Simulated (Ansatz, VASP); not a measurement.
**One calculation of Ti, two programs**

The input INCAR:

```
  PREC = Accurate
  ENCUT = 520
  EDIFF = 1E-7
  ISMEAR = -1
  SIGMA = 0.05
  LREAL = False
  LASPH = True
  NELM = 80
  ALGO = Normal
  ISIF = 2
  LWAVE = False
  LCHARG = True
  LELF = True
  LVHAR = True
  NBANDS = 12
```

File KPOINTS:

```
Automatic mesh
0
Gamma
  14 14 14
```

File POSCAR:

```
Ti
1.0
    0.0000000000      2.0698140295      2.0698140295
    2.0698140295      0.0000000000      2.0698140295
    2.0698140295      2.0698140295      0.0000000000
Ti
1
Direct
    0.0000000000      0.0000000000      0.0000000000
```

Input for Ansatz:

```yaml
crystal:
  lattice:
    - [0.0, 2.0698140295, 2.0698140295]
    - [2.0698140295, 0.0, 2.0698140295]
    - [2.0698140295, 2.0698140295, 0.0]
  atoms:
    - { symbol: Ti, position: [0.0, 0.0, 0.0] }
kpoints:
  mp_grid: { grid: [14, 14, 14] }
  band_path:
    path:
      - [0.0, 0.0, 0.0]
      - [0.5, 0.0, 0.5]
      - [0.625, 0.25, 0.625]
      - [0.375, 0.375, 0.75]
      - [0.0, 0.0, 0.0]
      - [0.5, 0.5, 0.5]
      - [0.5, 0.25, 0.75]
      - [0.5, 0.0, 0.5]
    npoints: 5
scf:
  occupations: { method: fermi_dirac, width: 0.05 }
hamiltonian:
  xc: lda
  pseudopotentials: { kind: all_electron, lapw: { basis_error: 0.00025 } }
output:
  forces: true
  stress: true
  eigenvalues: true
```

Change from the starting cell: volume scaled by 1.06.

Alike in both runs: task single point; functional LDA; k mesh 14 × 14 × 14; occupations fermi-dirac, width 0.05 eV; no spin polarisation.

```csv
,VASP,Ansatz
version,VASP 6.6.1,Ansatz 0.2.0
potentials or method,"VASP PAW LDA potentials, release 64 (Ti_sv), cutoff 520 eV","all-electron LAPW, scalar-relativistic"
```

```tsv
	VASP	Ansatz	Ansatz less VASP
pressure (GPa)	-10.4	-10.4	+0.07
```

LDA's correlation is that of Perdew and Zunger in VASP and of Perdew and Wang (1992) in Ansatz. Ansatz ran all-electron here, and VASP with PAW potentials.
